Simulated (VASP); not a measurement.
# SiC (F-43m) in VASP: a series of runs

SiC is run at these levels: PBE; tasks: vibrations by perturbation theory, elastic constants.

Program: VASP 6.6.1. These are calculated values, not measurements. Logs are shortened: lines on timing, memory, paths and dates and some standing lists are left out, and cuts for length are marked.

**1. The cell of the first run**

It takes space group F-43m (No. 216, cubic). Conventional cell: a = 4.380 Å, b = 4.380 Å, c = 4.380 Å, α = 90.00°, β = 90.00°, γ = 90.00°. Si (site symmetry -43m) has 4 C at 1.90 Å within 2.5 Å. C (site symmetry -43m) has 4 Si at 1.90 Å within 2.5 Å.

**2. Vibrations by perturbation theory, PBE**

File INCAR:

```
ALGO = Normal ; EDIFF = 1E-8
ENCUT = 520 ; GGA = PE
IBRION = 8 ; ISIF = 2
ISMEAR = 0 ; LASPH = True
LCHARG = True ; LEPSILON = True
LREAL = False ; LWAVE = False
NELM = 60 ; NSW = 1
PREC = Accurate ; SIGMA = 0.01
```

File KPOINTS:

```
k-points
0
Gamma
  12 12 12
```

File POSCAR:

```
SiC
1.0
    0.0000000000      2.1898640989      2.1898640989
    2.1898640989      0.0000000000      2.1898640989
    2.1898640989      2.1898640989      0.0000000000
Si C
1 1
Direct
    0.0000000000      0.0000000000      0.0000000000
    0.7500000000      0.7500000000      0.7500000000
```

Potentials or basis: VASP PAW PBE potentials, release 64 (Si, C).

Run with:

```bash
$ cat potpaw_PBE.64/Si/POTCAR potpaw_PBE.64/C/POTCAR > POTCAR
$ mpirun -np 1 vasp_std > vasp.out
```

OUTCAR:

```text
EDIFF = 1E-8
   ENCUT = 520
   GGA = PE
   IBRION = 8
   ISIF = 2
   ISMEAR = 0
   LASPH = True
   LEPSILON = True
   LREAL = False
   NELM = 60
   NSW = 1
   PREC = Accurate

 ion  position               nearest neighbor table
   1  0.000  0.000  0.000-   2 1.90   2 1.90   2 1.90   2 1.90
   2  0.750  0.750  0.750-   1 1.90   1 1.90   1 1.90   1 1.90

  LATTYP: Found a face centered cubic cell.
 ALAT       =     4.3797281978

  Lattice vectors:

 A1 = (   0.0000000000,   2.1898640989,   2.1898640989)
 A2 = (   2.1898640989,   0.0000000000,   2.1898640989)
 A3 = (   2.1898640989,   2.1898640989,   0.0000000000)

Analysis of symmetry for initial positions (statically):
=====================================================================
 Subroutine PRICEL returns:
 Original cell was already a primitive cell.

 Routine SETGRP: Setting up the symmetry group for a
 face centered cubic supercell.

 Subroutine GETGRP returns: Found 24 space group operations
 (whereof 24 operations were pure point group operations)
 out of a pool of 48 trial point group operations.

The static configuration has the point symmetry T_d .

Analysis of symmetry for dynamics (positions and initial velocities):
=====================================================================
 Subroutine PRICEL returns:
 Original cell was already a primitive cell.

 Routine SETGRP: Setting up the symmetry group for a
 face centered cubic supercell.

 Subroutine GETGRP returns: Found 24 space group operations
 (whereof 24 operations were pure point group operations)
 out of a pool of 48 trial point group operations.

The dynamic configuration has the point symmetry T_d .

 Subroutine INISYM returns: Found 24 space group operations
 (whereof 24 operations are pure point group operations),
 and found     1 'primitive' translations

----------------------------------------------------------------------------------------

                                     Primitive cell

  volume of cell :      21.0030

  direct lattice vectors                    reciprocal lattice vectors
     0.000000000  2.189864099  2.189864099    -0.228324671  0.228324671  0.228324671
     2.189864099  0.000000000  2.189864099     0.228324671 -0.228324671  0.228324671
     2.189864099  2.189864099  0.000000000     0.228324671  0.228324671 -0.228324671

  length of vectors
     3.096935508  3.096935508  3.096935508     0.395469931  0.395469931  0.395469931

  position of ions in fractional coordinates (direct lattice)
     0.000000000  0.000000000  0.000000000
     0.750000000  0.750000000  0.750000000

  ion indices of the primitive-cell ions
   primitive index   ion index
                 1           1
                 2           2

----------------------------------------------------------------------------------------

 KPOINTS: k-points

Automatic generation of k-mesh.
 Grid dimensions read from file:
 generate k-points for:   12   12   12

 Generating k-lattice:

  Cartesian coordinates                     Fractional coordinates (reciprocal lattice)
    -0.019027056  0.019027056  0.019027056     0.083333333  0.000000000  0.000000000
     0.019027056 -0.019027056  0.019027056     0.000000000  0.083333333  0.000000000
[... 412 lines left out ...]
  ---------------------------------------------------
  free energy    TOTEN  =        -0.37649723 eV

  energy without entropy =       -0.37649723

------------------------ aborting loop because EDIFF is reached ----------------------------------------

--------------------------------------- Ionic step        2  -------------------------------------------

------------------------ aborting loop because EDIFF is reached ----------------------------------------

--------------------------------------- Ionic step        3  -------------------------------------------

------------------------ aborting loop because EDIFF is reached ----------------------------------------

 PIEZOELECTRIC TENSOR FIELD DIRECTION 3  (e Angst)
 -----------------------------------------------------------------------------
    -0.00068  1.29238  0.00000           ( -0.00000  0.05366  0.00000)
     1.29238 -0.00068  0.00000           (  0.05366 -0.00000  0.00000)
     0.00000  0.00000  0.00085           (  0.00000  0.00000 -0.00000)

 PIEZOELECTRIC TENSOR FIELD DIRECTION 3  (C/m^2)
 -----------------------------------------------------------------------------
    -0.00052  0.98587  0.00000
     0.98587 -0.00052  0.00000
     0.00000  0.00000  0.00065

--------------------------------------- Ionic step        4  -------------------------------------------

------------------------ aborting loop because EDIFF is reached ----------------------------------------

[... ionic steps 5 to 6 ...]

--------------------------------------- Ionic step        7  -------------------------------------------

 Free energy of the ion-electron system (eV)
  ---------------------------------------------------
  ---------------------------------------------------
  free energy    TOTEN  =        -0.12458779 eV

  energy without entropy =       -0.12458779

------------------------ aborting loop because EDIFF is reached ----------------------------------------

 INTERNAL STRAIN TENSOR  FOR ION    2  DIRECTION 1   (eV/Angst):
 -----------------------------------------------------------------------------
    -0.00248  0.00000  0.00000
     0.00000  0.00079  7.50170
     0.00000  7.50170  0.00079

 MACROSCOPIC STATIC DIELECTRIC TENSOR (including local field effects in DFT)
 ------------------------------------------------------
           7.012590     0.000000     0.000000
           0.000000     7.012590     0.000000
          -0.000000    -0.000000     7.012590
 ------------------------------------------------------

 PIEZOELECTRIC TENSOR (including local field effects)  for field in x, y, z        (e  Angst)
          XX          YY          ZZ          XY          YZ          ZX
  --------------------------------------------------------------------------------
  x     0.00000    -0.00000    -0.00000     0.00000     1.29056     0.00000
  y     0.00000     0.00000    -0.00000     0.00000     0.00000     1.29056
  z    -0.00000    -0.00000     0.00000     1.29056     0.00000     0.00000

 PIEZOELECTRIC TENSOR (including local field effects)  for field in x, y, z        (C/m^2)
          XX          YY          ZZ          XY          YZ          ZX
  --------------------------------------------------------------------------------
  x     0.00000    -0.00000    -0.00000     0.00000     0.98448     0.00000
  y     0.00000     0.00000    -0.00000     0.00000     0.00000     0.98448
  z    -0.00000    -0.00000     0.00000     0.98448     0.00000     0.00000

 BORN EFFECTIVE CHARGES (including local field effects) (in |e|, cummulative output)
 ---------------------------------------------------------------------------------
 ion    1
    1     2.68416     0.00000     0.00000
    2     0.00000     2.68416     0.00000
    3     0.00000     0.00000     2.68416
 ion    2
    1    -2.68416     0.00000     0.00000
    2     0.00000    -2.68416     0.00000
    3     0.00000     0.00000    -2.68416

 INTERNAL STRAIN TENSOR FOR ION    2 for displacements in x,y,z  (eV/Angst):
          X           Y           Z          XY          YZ          ZX
  --------------------------------------------------------------------------------
  x     0.00000     0.00000     0.00000     0.00000     7.50170     0.00000
  y     0.00000     0.00000     0.00000     0.00000     0.00000     7.50170
  z     0.00000     0.00000     0.00000     7.50170     0.00000     0.00000

 SECOND DERIVATIVES (NOT SYMMETRIZED)
 ------------------------------------
               1X          1Y          1Z          2X          2Y          2Z
  1X   -18.570880    0.000000    0.000000   18.570880    0.000000    0.000000
  1Y     0.000000  -18.570880    0.000000    0.000000   18.570880    0.000000
  1Z     0.000000    0.000000  -18.570880    0.000000    0.000000   18.570880
  2X    18.574062    0.000000    0.000000  -18.574062    0.000000    0.000000
  2Y     0.000000   18.574062    0.000000    0.000000  -18.574062    0.000000
  2Z     0.000000    0.000000   18.574062    0.000000    0.000000  -18.574062

 Eigenvectors and eigenvalues of the dynamical matrix
 ----------------------------------------------------

   1 f  =   23.228264 THz   145.947488 2PiTHz  774.811494 cm-1    96.064339 meV
             X         Y         Z           dx          dy          dz
      0.000000  0.000000  0.000000     0.000000    0.000000   -0.547284
      3.284796  3.284796  3.284796     0.000000    0.000000    0.836947
[... 21 lines left out ...]
   6 f/i=    0.000912 THz     0.005727 2PiTHz    0.030406 cm-1     0.003770 meV
             X         Y         Z           dx          dy          dz
      0.000000  0.000000  0.000000    -0.006515    0.630337    0.550556
      3.284796  3.284796  3.284796    -0.004260    0.412181    0.360012

--------------------------------------------------------------------------------------------------------

 MACROSCOPIC STATIC DIELECTRIC TENSOR IONIC CONTRIBUTION
 ------------------------------------------------------
           3.342189    -0.000000     0.000000
          -0.000000     3.342189     0.000000
           0.000000     0.000000     3.342189
 ------------------------------------------------------

 ELASTIC MODULI CONTR FROM IONIC RELAXATION (kBar)
 Direction    XX          YY          ZZ          XY          YZ          ZX
 --------------------------------------------------------------------------------
 XX          -0.0000     -0.0000     -0.0000     -0.0000     -0.0000     -0.0000
 YY          -0.0000     -0.0000     -0.0000     -0.0000     -0.0000     -0.0000
 ZZ          -0.0000     -0.0000     -0.0000     -0.0000     -0.0000     -0.0000
 XY          -0.0000     -0.0000     -0.0000   -210.9316     -0.0000     -0.0000
 YZ          -0.0000     -0.0000     -0.0000     -0.0000   -210.9316      0.0000
 ZX          -0.0000     -0.0000     -0.0000     -0.0000      0.0000   -210.9316
 --------------------------------------------------------------------------------

 PIEZOELECTRIC TENSOR IONIC CONTR  for field in x, y, z        (C/m^2)
          XX          YY          ZZ          XY          YZ          ZX
  --------------------------------------------------------------------------------
  x    -0.00000    -0.00000    -0.00000    -0.00000    -0.79006     0.00000
  y    -0.00000    -0.00000    -0.00000    -0.00000     0.00000    -0.79006
  z    -0.00000    -0.00000    -0.00000    -0.79006    -0.00000    -0.00000
```

Run time: 2.3 min. Hardware: 1 thread of Intel Xeon 6975P-C, shared host; peak memory 0.25 GiB.

Results:

```
Electronic dielectric tensor (diagonal)                 : 7.01
Born charges (mean of the diagonal)                     : Si +2.68; C -2.68 e
Highest phonon frequency at Γ, LO-TO splitting left out : 775 cm⁻¹
```

Phonon frequencies in cm⁻¹ (negative: imaginary):
| q point | frequencies |
| --- | --- |
| (0.000, 0.000, 0.000) | 0 0 0 775 775 775 |

Electronic dielectric tensor:
```
7.01 0.00 0.00
0.00 7.01 0.00
0.00 0.00 7.01
```

Born effective charge tensors (e):
atom 1, Si
```
2.68 0.00 0.00
0.00 2.68 0.00
0.00 0.00 2.68
```
atom 2, C
```
-2.68  0.00  0.00
 0.00 -2.68  0.00
 0.00  0.00 -2.68
```

[end of part 1 of 4]
